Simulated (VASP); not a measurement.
BP: single point with PBE

Crystal: BP.

```
B P
1.0
     0.00000    2.26900    2.26900
     2.26900    0.00000    2.26900
     2.26900    2.26900    0.00000
B P
1 1
Direct
  0.00000 0.00000 0.00000
  0.25000 0.25000 0.25000
```

```yaml
Program: VASP 6.6.1
Task: single point
Functional: PBE
Potentials_or_basis: VASP PAW PBE potentials, release 64 (B, P)
Cutoff: 500 eV
k_mesh: 2 × 2 × 2
Occupations: gaussian, width 0.01 eV
Spin: no spin polarisation
Dipole_correction: no
Further_INCAR_settings: ALGO = Normal; EDIFF = 1e-06; NBANDS = 11
```

```yaml
Pressure: 16.5 GPa
Band_gap_on_the_k_mesh: 1.14 eV, indirect (least direct gap 3.25 eV)
```

Levels at points of the mesh, in eV from the valence-band top:
```tsv
k point	band 1	band 2	band 3	band 4	band 5	band 6	band 7	band 8
(0.00, 0.00, 0.00)	-15.58	0.00	0.00	0.00	3.25	3.25	3.25	7.38
(0.50, 0.00, 0.00)	-12.23	-9.16	-1.80	-1.80	3.70	4.54	4.54	9.99
(0.50, 0.50, 0.00)	-10.71	-8.66	-4.20	-4.20	1.14	1.49	12.09	12.09
```

It took 2.8 s on 1 thread of AMD EPYC 7R13 Processor (Zen 3) (shared host), peak memory 0.1 GiB.

Caveat: the k points lie up to 1.20 Å⁻¹ apart. A k mesh can miss the band edges.
